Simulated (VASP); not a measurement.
# ZnCd2N2 (C2/m) in VASP: further runs

ZnCd2N2 is run at these levels: PBE+D3(BJ); tasks: single point.

Program: VASP 6.6.1. These are calculated values, not measurements. Logs are shortened: lines on timing, memory, paths and dates and some standing lists are left out, and cuts for length are marked.

## 1. The cell of the first run

Symmetry: C2/m, No. 12, monoclinic system. Conventional cell: a = 6.913 Å, b = 4.008 Å, c = 7.029 Å, α = 90.00°, β = 109.20°, γ = 90.00°. Within 2.5 Å of Zn (site symmetry 2/m) lie 2 N at 1.89 Å. Cd (site symmetry m) has 4 N at 2.33 to 2.58 Å and 3 Zn at 3.17 Å and 3 Cd at 3.25 to 3.26 Å within 3.3 Å. Within 2.6 Å of N (site symmetry m) lie 1 Zn at 1.89 Å and 4 Cd at 2.33 to 2.58 Å.

## 2. Single point, PBE+D3(BJ)

Input file INCAR:

```
PREC     = Accurate       # precision mode
ENCUT    = 520            # plane-wave cutoff, eV
EDIFF    = 1E-6           # SCF threshold, eV
ISMEAR   = -1             # smearing method
SIGMA    = 0.05           # smearing width, eV
LREAL    = False          # projectors in reciprocal space
LASPH    = True           # aspherical terms in the spheres
NELM     = 60             # most SCF steps
ALGO     = Normal         # electronic algorithm
ISIF     = 2              # what is computed and relaxed
LWAVE    = False          # write WAVECAR
LCHARG   = True           # write CHGCAR
GGA      = PE             # functional
IVDW     = 12             # dispersion correction
LELF     = True           # ELF
LVHAR    = True         
NBANDS   = 31             # bands
```

Input file KPOINTS:

```
regular mesh
0
Gamma
  6 6 3
```

Input file POSCAR:

```
ZnCd2N2
1.0
    3.4564184348     -2.0038050895      0.0000000000
    3.4564184348      2.0038050895      0.0000000000
   -2.3118646613      0.0000000000      6.6381862460
Zn Cd N
1 2 2
Direct
    0.5000000000      0.5000000000      0.5000000000
    0.2750600000      0.2750600000      0.8274200000
    0.7249400000      0.7249400000      0.1725800000
    0.4051300000      0.4051300000      0.2156900000
    0.5948700000      0.5948700000      0.7843100000
```

Potentials or basis: VASP PAW PBE potentials, release 64 (Zn, Cd, N).

On the command line:

```bash
cat potpaw_PBE.64/Zn/POTCAR potpaw_PBE.64/Cd/POTCAR potpaw_PBE.64/N/POTCAR > POTCAR
mpirun -np 1 vasp_std > vasp.out
```

OUTCAR:

```text
PREC = Accurate
   ENCUT = 520
   EDIFF = 1E-6
   ISMEAR = -1
   LREAL = False
   LASPH = True
   NELM = 60
   ISIF = 2
   GGA = PE
   IVDW = 12
 IVDW          = 12

 ion  position               nearest neighbor table
   1  0.500  0.500  0.500-   4 1.89   5 1.89   3 3.17   3 3.17   2 3.17   2 3.17   3 3.17   2 3.17

   2  0.275  0.275  0.827-   5 2.33   5 2.33   5 2.33   4 2.58   1 3.17   1 3.17   1 3.17   3 3.25
                             3 3.25   3 3.26
   3  0.725  0.725  0.173-   4 2.33   4 2.33   4 2.33   5 2.58   1 3.17   1 3.17   1 3.17   2 3.25
                             2 3.25   2 3.26
   4  0.405  0.405  0.216-   1 1.89   3 2.33   3 2.33   3 2.33   2 2.58
   5  0.595  0.595  0.784-   1 1.89   2 2.33   2 2.33   2 2.33   3 2.58

  LATTYP: Found a base centered monoclinic cell.
 ALAT       =     6.9128368696
 B/A-ratio  =     0.5797345221
 C/A-ratio  =     1.0168388964
 COS(beta)  =    -0.3288924829

  Lattice vectors:

 A1 = (   3.4564184348,  -2.0038050895,   0.0000000000)
 A2 = (   3.4564184348,   2.0038050895,   0.0000000000)
 A3 = (  -2.3118646613,   0.0000000000,   6.6381862460)

Analysis of symmetry for initial positions (statically):
=====================================================================
 Subroutine PRICEL returns:
 Original cell was already a primitive cell.

 Routine SETGRP: Setting up the symmetry group for a
 base centered monoclinic supercell.

 Subroutine GETGRP returns: Found  4 space group operations
 (whereof  4 operations were pure point group operations)
 out of a pool of  4 trial point group operations.

The static configuration has the point symmetry C_2h.

Analysis of symmetry for dynamics (positions and initial velocities):
=====================================================================
 Subroutine PRICEL returns:
 Original cell was already a primitive cell.

 Routine SETGRP: Setting up the symmetry group for a
 base centered monoclinic supercell.

 Subroutine GETGRP returns: Found  4 space group operations
 (whereof  4 operations were pure point group operations)
 out of a pool of  4 trial point group operations.

The dynamic configuration has the point symmetry C_2h.

 Subroutine INISYM returns: Found  4 space group operations
 (whereof  4 operations are pure point group operations),
 and found     1 'primitive' translations

----------------------------------------------------------------------------------------

                                     Primitive cell

  volume of cell :      91.9520

  direct lattice vectors                    reciprocal lattice vectors
     3.456418435 -2.003805090  0.000000000     0.144658411 -0.249525267  0.050379826
     3.456418435  2.003805090  0.000000000     0.144658411  0.249525267  0.050379826
    -2.311864661  0.000000000  6.638186246     0.000000000  0.000000000  0.150643559

  length of vectors
     3.995255090  3.995255090  7.029241413     0.292791806  0.292791806  0.150643559

  position of ions in fractional coordinates (direct lattice)
     0.500000000  0.500000000  0.500000000
     0.275060000  0.275060000  0.827420000
     0.724940000  0.724940000  0.172580000
     0.405130000  0.405130000  0.215690000
     0.594870000  0.594870000  0.784310000

  ion indices of the primitive-cell ions
   primitive index   ion index
                 1           1
                 2           2
                 3           3
                 4           4
                 5           5

----------------------------------------------------------------------------------------

 KPOINTS: regular mesh

Automatic generation of k-mesh.
 Grid dimensions read from file:
 generate k-points for:    6    6    3

 Generating k-lattice:

  Cartesian coordinates                     Fractional coordinates (reciprocal lattice)
     0.024109735 -0.041587545  0.008396638     0.166666667  0.000000000 -0.000000000
     0.024109735  0.041587545  0.008396638     0.000000000  0.166666667 -0.000000000
     0.000000000  0.000000000  0.050214520     0.000000000  0.000000000  0.333333333

  Length of vectors
     0.048798634  0.048798634  0.050214520

  Shift w.r.t. Gamma in fractional coordinates (k-lattice)
     0.000000000  0.000000000  0.000000000

 Subroutine IBZKPT returns following result:
 ===========================================

 Found     34 irreducible k-points:

 Following reciprocal coordinates:
            Coordinates               Weight
  0.000000  0.000000  0.000000      1.000000
  0.166667  0.000000  0.000000      4.000000
  0.333333  0.000000 -0.000000      4.000000
  0.500000  0.000000  0.000000      2.000000
  0.166667  0.166667  0.000000      2.000000
  0.333333  0.166667  0.000000      4.000000
[... 16 lines left out ...]
 -0.333333  0.166667  0.333333      4.000000
 -0.166667  0.166667  0.333333      4.000000
 [... further k-points ...]
   k-points           NKPTS =     34   k-points in BZ     NKDIM =     34   number of bands    NBANDS=     31
   number of dos      NEDOS =    301   number of ions     NIONS =      5
   total plane-waves  NPLWV =  48600
   dimension x,y,z NGX =    30 NGY =   30 NGZ =   54
   dimension x,y,z NGXF=    60 NGYF=   60 NGZF=  108
   ions per type =               1   2   2
   NGX,Y,Z   is equivalent  to a cutoff of  12.48, 12.48, 12.77 a.u.
   NGXF,Y,Z  is equivalent  to a cutoff of  24.97, 24.97, 25.54 a.u.
 SYSTEM =  unknown system
   PREC   = accura    normal or accurate (medium, high low for compatibility)
   ISTART =      0    job   : 0-new  1-cont  2-samecut
   ICHARG =      2    charge: 1-file 2-atom 10-const
   ISPIN  =      1    spin polarized calculation?
   LNONCOLLINEAR =      F non collinear calculations
   LSORBIT =      F    spin-orbit coupling
   LASPH  =      T    aspherical Exc in radial PAW
   ENCUT  =  520.0 eV  38.22 Ry    6.18 a.u.   7.43  7.43 13.07*2*pi/ulx,y,z
   NELM   =     60;   NELMIN=  2; NELMDL= -5     # of ELM steps
   EDIFF  = 0.1E-05   stopping-criterion for ELM
   LREAL  =      F    real-space projection
   EDIFFG = 0.1E-04   stopping-criterion for IOM
   NSW    =      0    number of steps for IOM
   IBRION =     -1    ionic relax: 0-MD 1-quasi-New 2-CG
   NFREE  =      0    steps in history (QN), initial steepest desc. (CG)
   ISIF   =      2    stress and relaxation
   ISYM   =      2    0-nonsym 1-usesym 2-fastsym
   POTIM  = 0.5000    time-step for ionic-motion
   TEBEG  =    0.0;   TEEND  =   0.0 temperature during run
   PSTRESS=    0.0 pullay stress
   NELECT =      46.0000    total number of electrons
   NUPDOWN=      -1.0000    fix difference up-down
   EMIN   =  10.00;   EMAX   =-10.00  energy-range for DOS
   EFERMI =   0.00;   METHOD = LEGACY
   ISMEAR =    -1;   SIGMA  =   0.05  broadening in eV -4-tet -1-fermi 0-gaus
   EFERMI_NEDOS =   21; number of points for ismear=-14 and -15
   IALGO  =     38    algorithm
   IMIX   =      4    mixing-type and parameters
     AMIX     =   0.40;   BMIX     =  1.00
     AMIX_MAG =   1.60;   BMIX_MAG =  1.00
  volume/ion in A,a.u.               =      18.39       124.10
  Fermi-wavevector in a.u.,A,eV,Ry     =   1.299592  2.455873 22.979416  1.688939
  Thomas-Fermi vector in A             =   2.430846
   LORBIT       =      0    0 simple, 1 ext, 2 COOP (PROOUT), +10 PAW based schemes
   GGA     = PE    functional components
   LHFCALC =     F    Hartree Fock is set to
   AEXX    =    0.0000 exact exchange contribution
   IVDW    =    12    specifies the selected vdW correction
   LEPSILON=     F    determine dielectric tensor
   LRPA    =     F    only Hartree local field effects (RPA)
 non-spin polarized calculation
  energy-cutoff  :      520.00
  volume of cell :       91.95
 maximum number of plane-waves:      2509
 NGX is ok and might be reduce to    30
   NGX = 15   NGY = 15   NGZ = 27

 number of electron      45.9999994 magnetization

 Free energy of the ion-electron system (eV)
  ---------------------------------------------------
  ext. energy  EPLUGINS =         0.00000000
  ---------------------------------------------------
  free energy    TOTEN  =       -17.25959507 eV

  energy without entropy =      -17.25727079  energy(sigma->0) =      -17.25843293

 E-fermi :   1.1509     XC(G=0):  -9.7967

 val. band max:        1.1022486704   @ k =   0.0000   0.0000   0.3333
 cond. band min:       1.4658069796   @ k =   0.0000   0.0000   0.3333
 fundamental gap:      0.3635583092
 Fermi energy:         1.1509245093

 k-point     1 :       0.0000    0.0000    0.0000
  band No.  band energies     occupation
      1     -12.8218      2.00000
      2     -12.1639      2.00000
      3      -6.8252      2.00000
      4      -6.8206      2.00000
      5      -6.8002      2.00000
      6      -6.7992      2.00000
[... 23 lines left out ...]
     30       9.1515      0.00000
     31       9.1722      0.00000

 k-point     2 :       0.1667    0.0000    0.0000
  band No.  band energies     occupation
      1     -12.7464      2.00000
      2     -12.1223      2.00000
      3      -6.8120      2.00000
      4      -6.7486      2.00000
      5      -6.7322      2.00000
      6      -6.7091      2.00000
[... 23 lines left out ...]
     30       8.7849      0.00000
     31       9.1757      0.00000

 k-point     3 :       0.3333    0.0000   -0.0000
  band No.  band energies     occupation
      1     -12.5942      2.00000
      2     -12.0415      2.00000
      3      -6.7556      2.00000
      4      -6.7055      2.00000
      5      -6.6318      2.00000
      6      -6.6293      2.00000
[... 23 lines left out ...]
     30       7.9034      0.00000
     31       8.4369      0.00000

 k-point     4 :       0.5000    0.0000    0.0000
  band No.  band energies     occupation
      1     -12.5176      2.00000
      2     -12.0027      2.00000
      3      -6.7857      2.00000
      4      -6.7675      2.00000
      5      -6.6457      2.00000
      6      -6.5221      2.00000
[... 635 lines left out ...]
     30       8.7462      0.00000
     31       9.2888      0.00000

 k-point    23 :      -0.3333    0.1667    0.3333
  band No.  band energies     occupation
      1     -12.4767      2.00000
      2     -12.0520      2.00000
      3      -6.9091      2.00000
      4      -6.6694      2.00000
      5      -6.6357      2.00000
      6      -6.5634      2.00000
[... 23 lines left out ...]
     30       8.6119      0.00000
     31       9.5881      0.00000

 k-point    24 :      -0.1667    0.1667    0.3333
  band No.  band energies     occupation
      1     -12.5543      2.00000
      2     -12.1528      2.00000
      3      -6.8831      2.00000
      4      -6.7425      2.00000
      5      -6.6699      2.00000
      6      -6.6260      2.00000
[... 23 lines left out ...]
     30       8.3571      0.00000
     31       9.0706      0.00000

 [... further k-points ...]

------------------------ aborting loop because EDIFF is reached ----------------------------------------

 Edisp (eV)   -1.22095

 E8    (eV) :    -0.4929

  FORCE on cell =-STRESS in cart. coord.  units (eV):
  Direction    XX          YY          ZZ          XY          YZ          ZX
  --------------------------------------------------------------------------------------
  -------------------------------------------------------------------------------------
  Total      -3.25041    -3.31783    -3.98274     0.00000     0.00000     0.00294
  in kB     -56.63538   -57.81011   -69.39550     0.00000     0.00000     0.05130
  external pressure =      -61.28 kB  Pullay stress =        0.00 kB

 VOLUME and BASIS-vectors are now :
 -----------------------------------------------------------------------------
  energy-cutoff  :      520.00
  volume of cell :       91.95
      direct lattice vectors                 reciprocal lattice vectors
     3.456418435 -2.003805090  0.000000000     0.144658411 -0.249525267  0.050379826
     3.456418435  2.003805090  0.000000000     0.144658411  0.249525267  0.050379826
    -2.311864661  0.000000000  6.638186246     0.000000000  0.000000000  0.150643559

 POSITION                                       TOTAL-FORCE (eV/Angst)
 -----------------------------------------------------------------------------------
      2.30049      0.00000      3.31909         0.000000      0.000000      0.000000
     -0.01144      0.00000      5.49257         0.008359     -0.000000      0.017211
      4.61241      0.00000      1.14562        -0.008359     -0.000000     -0.017211
      2.30195      0.00000      1.43179         0.008096     -0.000000      0.256085
      2.29902      0.00000      5.20640        -0.008096     -0.000000     -0.256085
 -----------------------------------------------------------------------------------
    total drift:                                0.000000      0.000000     -0.000000

  FREE ENERGIE OF THE ION-ELECTRON SYSTEM (eV)
  ---------------------------------------------------
  free  energy   TOTEN  =       -18.4805487548 eV

  energy  without entropy=      -18.4782244742  energy(sigma->0) =      -18.47938661
```

Wall time 2.8 min (1 thread of Intel Xeon Platinum 8259CL at 2.50GHz (Skylake/Cascade Lake), shared host); peak memory 0.27 GiB.

Results:

* Free energy: -18.4805 eV
* Pressure: -6.1 GPa
* Largest force: 0.256 eV/Å
* Band gap on the k mesh: zero (bands 23 and 24 overlap by 0.30 eV)
* Dispersion energy per atom: -0.244 eV

Forces in eV/Å, atoms in the order of the input:
```
Zn   0.000  0.000  0.000
Cd   0.008  0.000  0.017
Cd  -0.008  0.000 -0.017
N    0.008  0.000  0.256
N   -0.008  0.000 -0.256
```

Levels at points of the mesh, in eV from the Fermi level:
```tsv
k point	band 19	band 20	band 21	band 22	band 23	band 24	band 25	band 26	band 27	band 28
(0.00, 0.00, 0.00)	-1.44	-0.99	-0.49	-0.47	-0.38	-0.35	1.76	4.64	7.27	7.76
(0.50, 0.00, 0.00)	-3.52	-2.74	-1.59	-1.53	-1.42	1.97	2.11	4.51	5.17	6.06
(0.50, 0.50, 0.00)	-3.75	-2.47	-2.29	-2.09	-0.88	2.23	2.65	3.67	4.81	5.79
```

Caveat: the cell stands under tension; semilocal functionals underestimate gaps, and a narrow one can read as zero.

(Part 1 of 2 ends here.)

The gap in the log of VASP goes by the Fermi energy; the results here count the filled bands.